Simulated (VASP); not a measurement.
# HgTe in VASP: a series of runs, part 2 of 2

VASP 6.6.1.

### 3 Single point, r2SCAN (36.90 Å³/atom)

This run uses another cell than the first one, of 36.90 Å³/atom.

Input file POSCAR:

```
HgTe
1.0
    0.0000000000      3.3293180738      3.3293180738
    3.3293180738      0.0000000000      3.3293180738
    3.3293180738      3.3293180738      0.0000000000
Hg Te
1 1
Direct
    0.0000000000      0.0000000000      0.0000000000
    0.2500000000      0.2500000000      0.2500000000
```

Input file INCAR.step1:

```
  PREC = Accurate
  ENCUT = 520
  ISMEAR = 0
  SIGMA = 0.05
  LREAL = F
  LASPH = T
  NELM = 80
  NBANDS = 16
  GGA = PE
  ALGO = Normal
  EDIFF = 1E-4
  LWAVE = T
  LCHARG = F
```

Input file INCAR.step2:

```
  PREC = Accurate
  ENCUT = 520
  EDIFF = 1E-6
  ISMEAR = 0
  SIGMA = 0.05
  LREAL = F
  LASPH = T
  NELM = 80
  ALGO = Normal
  ISIF = 2
  LWAVE = F
  LCHARG = T
  METAGGA = R2SCAN
  LMIXTAU = T
  LELF = T
  LVHAR = T
  NBANDS = 16
  ISTART = 1
```

Input file KPOINTS:

```
Automatic mesh
0
Gamma
  10 10 10
```

Potentials or basis: VASP PAW PBE potentials, release 64 (Hg, Te).

Command:

```console
cat potpaw_PBE.64/Hg/POTCAR potpaw_PBE.64/Te/POTCAR > POTCAR
cp INCAR.step1 INCAR
mpirun -np 1 vasp_std > vasp.out
cp INCAR.step2 INCAR
mpirun -np 1 vasp_std > vasp.out
```

OUTCAR:

```text
PREC = Accurate
   ENCUT = 520
   EDIFF = 1E-6
   ISMEAR = 0
   LREAL = F
   LASPH = T
   NELM = 80
   ISIF = 2
   METAGGA = R2SCAN
   ISTART = 1

 ion  position               nearest neighbor table
   1  0.000  0.000  0.000-   2 2.88   2 2.88   2 2.88   2 2.88
   2  0.250  0.250  0.250-   1 2.88   1 2.88   1 2.88   1 2.88

  LATTYP: Found a face centered cubic cell.
 ALAT       =     6.6586361476

  Lattice vectors:

 A1 = (   0.0000000000,   3.3293180738,   3.3293180738)
 A2 = (   3.3293180738,   0.0000000000,   3.3293180738)
 A3 = (   3.3293180738,   3.3293180738,   0.0000000000)

Analysis of symmetry for initial positions (statically):
=====================================================================
 Subroutine PRICEL returns:
 Original cell was already a primitive cell.

 Routine SETGRP: Setting up the symmetry group for a
 face centered cubic supercell.

 Subroutine GETGRP returns: Found 24 space group operations
 (whereof 24 operations were pure point group operations)
 out of a pool of 48 trial point group operations.

The static configuration has the point symmetry T_d .

Analysis of symmetry for dynamics (positions and initial velocities):
=====================================================================
 Subroutine PRICEL returns:
 Original cell was already a primitive cell.

 Routine SETGRP: Setting up the symmetry group for a
 face centered cubic supercell.

 Subroutine GETGRP returns: Found 24 space group operations
 (whereof 24 operations were pure point group operations)
 out of a pool of 48 trial point group operations.

The dynamic configuration has the point symmetry T_d .

 Subroutine INISYM returns: Found 24 space group operations
 (whereof 24 operations are pure point group operations),
 and found     1 'primitive' translations

----------------------------------------------------------------------------------------
[... 105 lines left out ...]
   NUPDOWN=      -1.0000    fix difference up-down
   EMIN   =  10.00;   EMAX   =-10.00  energy-range for DOS
   EFERMI =   0.00;   METHOD = LEGACY
   ISMEAR =     0;   SIGMA  =   0.05  broadening in eV -4-tet -1-fermi 0-gaus
   EFERMI_NEDOS =   21; number of points for ismear=-14 and -15
   IALGO  =     38    algorithm
   IMIX   =      4    mixing-type and parameters
     AMIX     =   0.40;   BMIX     =  1.00
     AMIX_MAG =   1.60;   BMIX_MAG =  1.00
  volume/ion in A,a.u.               =      36.90       249.04
  Fermi-wavevector in a.u.,A,eV,Ry     =   1.022823  1.932855 14.233958  1.046166
  Thomas-Fermi vector in A             =   2.156523
   LORBIT       =      0    0 simple, 1 ext, 2 COOP (PROOUT), +10 PAW based schemes
   METAGGA = R2SCAN    functional components
   LHFCALC =     F    Hartree Fock is set to
   AEXX    =    0.0000 exact exchange contribution
   IVDW    =     0    specifies the selected vdW correction
   LEPSILON=     F    determine dielectric tensor
   LRPA    =     F    only Hartree local field effects (RPA)
 non-spin polarized calculation
 Gauss-broadening in eV      SIGMA  =   0.05
  energy-cutoff  :      520.00
  volume of cell :       73.81
 maximum number of plane-waves:      2012
   NGX = 17   NGY = 17   NGZ = 17

 number of electron      17.9999998 magnetization

 Free energy of the ion-electron system (eV)
  ---------------------------------------------------
  ext. energy  EPLUGINS =         0.00000000
  ---------------------------------------------------
  free energy    TOTEN  =       -75.15280582 eV

  energy without entropy =      -75.15272613  energy(sigma->0) =      -75.15276598

 E-fermi :   1.9754     XC(G=0):  -8.8937

 val. band max:        1.9598107792   @ k =   0.0000   0.0000   0.0000
 cond. band min:       2.5506377048   @ k =   0.1000   0.0000   0.0000
 fundamental gap:      0.5908269256
 Fermi energy:         1.9754268482

 k-point     1 :       0.0000    0.0000    0.0000
  band No.  band energies     occupation
      1      -9.8242      2.00000
      2      -5.1888      2.00000
      3      -5.1888      2.00000
      4      -5.1888      2.00000
      5      -4.7241      2.00000
      6      -4.7241      2.00000
[... 433 lines left out ...]
      3      -4.9743      2.00000
      4      -4.9300      2.00000
      5      -4.6849      2.00000
      6      -4.6238      2.00000
[... 8 lines left out ...]
     15      12.6312      0.00000
     16      13.6032      0.00000

 [... further k-points ...]
[... 5 lines left out ...]
  --------------------------------------------------------------------------------------
  -------------------------------------------------------------------------------------
  Total       -0.6283845     -0.6283845     -0.6283845      0.0000000      0.0000000      0.0000000
  in kB      -13.6408108    -13.6408108    -13.6408108      0.0000000      0.0000000      0.0000000
  external PRESSURE =     -13.6408108 kB  Pullay stress =       0.0000000 kB

 VOLUME and BASIS-vectors are now :
 -----------------------------------------------------------------------------
  energy-cutoff  :      520.00
  volume of cell :       73.81
      direct lattice vectors                 reciprocal lattice vectors
     0.000000000  3.329318074  3.329318074    -0.150180905  0.150180905  0.150180905
     3.329318074  0.000000000  3.329318074     0.150180905 -0.150180905  0.150180905
     3.329318074  3.329318074  0.000000000     0.150180905  0.150180905 -0.150180905

 POSITION                                       TOTAL-FORCE (eV/Angst)
 -----------------------------------------------------------------------------------
      0.00000      0.00000      0.00000         0.000000      0.000000      0.000000
      1.66466      1.66466      1.66466        -0.000000      0.000000     -0.000000
 -----------------------------------------------------------------------------------
    total drift:                                0.000000      0.000000      0.000000

  FREE ENERGIE OF THE ION-ELECTRON SYSTEM (eV)
  ---------------------------------------------------
  free  energy   TOTEN  =       -75.1528058177 eV

  energy  without entropy=      -75.1527261339  energy(sigma->0) =      -75.15276598
```

OUTCAR.step1:

```text
PREC = Accurate
   ENCUT = 520
   ISMEAR = 0
   LREAL = F
   LASPH = T
[... 676 lines left out ...]
 -----------------------------------------------------------------------------------
      0.00000      0.00000      0.00000         0.000000     -0.000000     -0.000000
      1.66466      1.66466      1.66466         0.000000      0.000000      0.000000
 -----------------------------------------------------------------------------------
    total drift:                                0.000000      0.000000      0.000000

  FREE ENERGIE OF THE ION-ELECTRON SYSTEM (eV)
  ---------------------------------------------------
  free  energy   TOTEN  =        -3.6514249845 eV

  energy  without entropy=       -3.6513446853  energy(sigma->0) =       -3.65138483
```

OSZICAR.step1:

```text
N       E                     dE             d eps       ncg     rms          rms(c)
DAV:   1     0.106152644503E+03    0.10615E+03   -0.79217E+03  1504   0.965E+02
DAV:   2     0.220768608990E-01   -0.10613E+03   -0.98875E+02  1760   0.226E+02
DAV:   3    -0.381419072330E+01   -0.38363E+01   -0.38263E+01  1824   0.445E+01
DAV:   4    -0.385187770858E+01   -0.37687E-01   -0.37685E-01  2272   0.394E+00
DAV:   5    -0.385197544626E+01   -0.97738E-04   -0.97737E-04  1952   0.192E-01    0.629E+00
DAV:   6    -0.365753504015E+01    0.19444E+00   -0.38430E-01  1744   0.787E+00    0.513E+00
DAV:   7    -0.365181876070E+01    0.57163E-02   -0.85018E-02  1680   0.192E+00    0.204E+00
DAV:   8    -0.365139743965E+01    0.42132E-03   -0.82614E-03  1704   0.101E+00    0.454E-01
DAV:   9    -0.365142498451E+01   -0.27545E-04   -0.70372E-04  1984   0.290E-01
   1 F= -.36514250E+01 E0= -.36513848E+01  d E =-.802993E-04
```

Wall time 2.2 min (1 thread of Intel Xeon Platinum 8488C (Sapphire Rapids), shared host); peak memory 0.25 GiB.

What came out:

```
Free energy            : -75.1528 eV
Pressure               : -1.4 GPa
Band gap on the k mesh : zero (filled and empty bands touch)
```

Caveat: semilocal functionals underestimate gaps, and a narrow one can read as zero; the PAW data sets were made with another functional, which shifts forces and pressure a little; spin-orbit coupling is left out, which moves the levels of the heavy elements.

### 4 Single point, r2SCAN (37.97 Å³/atom)

This run uses another cell than the first one, of 37.97 Å³/atom.

Input file POSCAR:

```
HgTe
1.0
    0.0000000000      3.3610277735      3.3610277735
    3.3610277735      0.0000000000      3.3610277735
    3.3610277735      3.3610277735      0.0000000000
Hg Te
1 1
Direct
    0.0000000000      0.0000000000      0.0000000000
    0.2500000000      0.2500000000      0.2500000000
```

Input file INCAR.step1:

```
PREC = Accurate
ENCUT = 520
ISMEAR = 0
SIGMA = 0.05
LREAL = F
LASPH = T
NELM = 80
NBANDS = 16
GGA = PE
ALGO = Normal
EDIFF = 1E-4
LWAVE = T
LCHARG = F
```

Input file INCAR.step2:

```
PREC = Accurate
ENCUT = 520
EDIFF = 1E-7
ISMEAR = 0
SIGMA = 0.05
LREAL = F
LASPH = T
NELM = 80
ALGO = Normal
ISIF = 2
LWAVE = F
LCHARG = T
METAGGA = R2SCAN
LMIXTAU = T
LELF = T
LVHAR = T
NBANDS = 16
ISTART = 1
```

Input file KPOINTS:

```
regular mesh
0
Gamma
  10 10 10
```

Command:

```console
cat potpaw_PBE.64/Hg/POTCAR potpaw_PBE.64/Te/POTCAR > POTCAR
cp INCAR.step1 INCAR
mpirun -np 1 vasp_std > vasp.out
cp INCAR.step2 INCAR
mpirun -np 1 vasp_std > vasp.out
```

Wall time 3.1 min (1 thread of Intel Xeon Platinum 8488C (Sapphire Rapids), shared host); peak memory 0.25 GiB.

The run converged. Its results:

```yaml
Free_energy: -75.1292 eV
Pressure: -2.2 GPa
Band_gap_on_the_k_mesh: zero (filled and empty bands touch)
```

Levels at points of the mesh, in eV from the Fermi level:
```csv
k point,band 5,band 6,band 7,band 8,band 9,band 10,band 11,band 12,band 13,band 14
"(0.00, 0.00, 0.00)",-6.59,-6.59,-0.72,-0.02,-0.02,-0.02,4.76,4.76,4.76,6.77
"(0.50, 0.00, 0.00)",-6.58,-6.35,-4.90,-0.82,-0.82,0.91,5.47,5.47,7.04,8.10
"(0.50, 0.50, 0.00)",-6.54,-6.23,-4.96,-1.89,-1.89,2.07,3.01,8.24,8.93,8.93
```

Caveat: semilocal functionals underestimate gaps, and a narrow one can read as zero; the PAW data sets were made with another functional, which shifts forces and pressure a little; spin-orbit coupling is left out, which moves the levels of the heavy elements.

### 5 Single point, r2SCAN

This run uses another cell than the first one, of 35.84 Å³/atom.

Input file POSCAR:

```
HgTe
1.0
    0.0000000000      3.2860752822      3.2860752822
    3.3189360350      0.0000000000      3.2860752822
    3.3189360350      3.2860752822      0.0000000000
Hg Te
1 1
Direct
    0.0000000000      0.0000000000      0.0000000000
    0.2500000000      0.2500000000      0.2500000000
```

Input file INCAR.step1:

```
SYSTEM = HgTe
PREC = Accurate
ENCUT = 520
ISMEAR = 0
SIGMA = 0.05
LREAL = .FALSE.
LASPH = .TRUE.
NELM = 60
NBANDS = 16
GGA = PE
ALGO = Normal
EDIFF = 1E-4
LWAVE = .TRUE.
LCHARG = .FALSE.
```

Input file INCAR.step2:

```
SYSTEM = HgTe
PREC = Accurate
ENCUT = 520
EDIFF = 1E-7
ISMEAR = 0
SIGMA = 0.05
LREAL = .FALSE.
LASPH = .TRUE.
NELM = 60
ALGO = Normal
ISIF = 2
LWAVE = .FALSE.
LCHARG = .FALSE.
METAGGA = R2SCAN
LMIXTAU = .TRUE.
NBANDS = 16
ISTART = 1
```

Input file KPOINTS:

```
regular mesh
0
G
  10 10 10
  0 0 0
```

Command:

```console
cat potpaw_PBE.64/Hg/POTCAR potpaw_PBE.64/Te/POTCAR > POTCAR
cp INCAR.step1 INCAR
mpirun -np 1 vasp_std > vasp.out
cp INCAR.step2 INCAR
mpirun -np 1 vasp_std > vasp.out
```

Wall time 5.4 min (1 thread of Intel Xeon Platinum 8488C (Sapphire Rapids), shared host); peak memory 0.3 GiB.

Results (log left out):

| Quantity | Value |
| --- | --- |
| Free energy | -75.1635 eV |
| Pressure | -0.3 GPa |
| Band gap on the k mesh | zero (filled and empty bands touch) |

Stress tensor (GPa, compression positive):
```
-0.43  0.00  0.00
 0.00 -0.27  0.00
 0.00  0.00 -0.27
```

Levels at points of the mesh, in eV from the Fermi level:
```
           k point  band 5  band 6  band 7  band 8  band 9  band 10  band 11  band 12  band 13  band 14
(0.00, 0.00, 0.00)   -6.82   -6.82   -0.59   -0.04   -0.01    -0.01     4.66     4.66     4.66     6.79
(0.50, 0.00, 0.00)   -6.80   -6.54   -5.26   -0.94   -0.90     0.92     5.39     5.45     7.12     8.20
(0.50, 0.50, 0.00)   -6.76   -6.39   -5.25   -2.14   -2.12     2.06     2.86     8.48     9.15     9.20
(0.00, 0.50, 0.50)   -6.76   -6.41   -5.30   -2.09   -2.09     2.13     2.90     8.41     9.18     9.18
```

Caveat: semilocal functionals underestimate gaps, and a narrow one can read as zero; the PAW data sets were made with another functional, which shifts forces and pressure a little; spin-orbit coupling is left out, which moves the levels of the heavy elements.

### 6 Single point, r2SCAN (atom 2 (Te) moved 0.05 Å along y)

Input file POSCAR:

```
HgTe
1.0
    0.0000000000      3.2860752822      3.2860752822
    3.2860752822      0.0000000000      3.2860752822
    3.2860752822      3.2860752822      0.0000000000
Hg Te
1 1
Direct
    0.0000000000      0.0000000000      0.0000000000
    0.2576078598      0.2423921402      0.2576078598
```

Input file INCAR.step1:

```
PREC = Accurate
ENCUT = 520
ISMEAR = 0
SIGMA = 0.05
LREAL = False
LASPH = True
NELM = 100
NBANDS = 16
GGA = PE
ALGO = Normal
EDIFF = 1E-4
LWAVE = True
LCHARG = False
```

Input file INCAR.step2:

```
PREC = Accurate
ENCUT = 520
EDIFF = 1E-7
ISMEAR = 0
SIGMA = 0.05
LREAL = False
LASPH = True
NELM = 100
ALGO = Normal
ISIF = 2
LWAVE = False
LCHARG = False
METAGGA = R2SCAN
LMIXTAU = True
NBANDS = 16
ISTART = 1
```

Input file KPOINTS:

```
regular mesh
0
Gamma
  10 10 10
```

Potentials or basis: VASP PAW PBE potentials, release 64 (Hg, Te).

Command:

```console
cat potpaw_PBE.64/Hg/POTCAR potpaw_PBE.64/Te/POTCAR > POTCAR
cp INCAR.step1 INCAR
mpirun -np 1 vasp_std > vasp.out
cp INCAR.step2 INCAR
mpirun -np 1 vasp_std > vasp.out
```

Run time: 8.3 min. Hardware: 1 thread of Intel Xeon Platinum 8488C (Sapphire Rapids), shared host; peak memory 0.36 GiB.

It converged, with:

- Free energy: -75.1605 eV
- Pressure: 0.1 GPa
- Largest force: 0.148 eV/Å
- Band gap on the k mesh: 0.01 eV

Forces on the atoms (eV/Å):
```
Hg   0.000  0.148  0.000
Te   0.000 -0.148  0.000
```

Stress tensor (GPa, compression positive):
```
 0.12  0.00 -0.47
 0.00  0.09  0.00
-0.47  0.00  0.12
```

Levels at points of the mesh, in eV from the valence-band top:
```tsv
k point	band 6	band 7	band 8	band 9	band 10	band 11	band 12	band 13
(0.00, 0.00, 0.00)	-6.86	-0.56	-0.04	0.00	0.01	4.62	4.65	4.69
(0.50, 0.00, 0.00)	-6.59	-5.39	-1.01	-0.90	1.00	5.34	5.54	7.17
(0.00, 0.50, 0.00)	-6.55	-5.25	-0.97	-0.86	0.87	5.29	5.50	7.10
(0.50, 0.50, 0.00)	-6.43	-5.32	-2.15	-2.15	2.09	2.85	8.50	9.23
(0.50, 0.00, 0.50)	-6.43	-5.31	-2.16	-2.15	2.07	2.86	8.50	9.16
```

Caveat: the cell differs from its parent crystal (atom 2 (Te) moved 0.05 Å along y); the PAW data sets were made with another functional, which shifts forces and pressure a little; spin-orbit coupling is left out, which moves the levels of the heavy elements.

### 7 Summary

```csv
cell,gap on the mesh (eV),pressure (GPa)
"a = 4.704 Å, angles 60.0°, 2 atoms, atomic positions A",none,-1.3
"a = 4.708 Å, angles 60.0°, 2 atoms, atomic positions A",none,-1.4
"a = 4.753 Å, angles 60.0°, 2 atoms, atomic positions A",none,-2.2
"a = 4.647, b = 4.671, c = 4.671 Å, angles 59.7, 60.2, 60.2°, 2 atoms, atomic positions A",none,-0.3
"a = 4.647 Å, angles 60.0°, 2 atoms, atomic positions B",0.01,0.1
```

Alike in all rows: task single point; level r2SCAN; potentials or basis VASP PAW PBE potentials, release 64 (Hg, Te); no spin polarisation; k mesh 10 × 10 × 10; cutoff (eV) 520; smearing gaussian 0.05 eV.

Caveats: the PAW data sets were made with another functional, which shifts forces and pressure a little; spin-orbit coupling is left out, which moves the levels of the heavy elements; semilocal functionals underestimate gaps, and a narrow one can read as zero (at least some runs).

Absolute energies hang on the potentials; compare differences alone.

The gap in the log of VASP goes by the Fermi energy; the results here count the filled bands.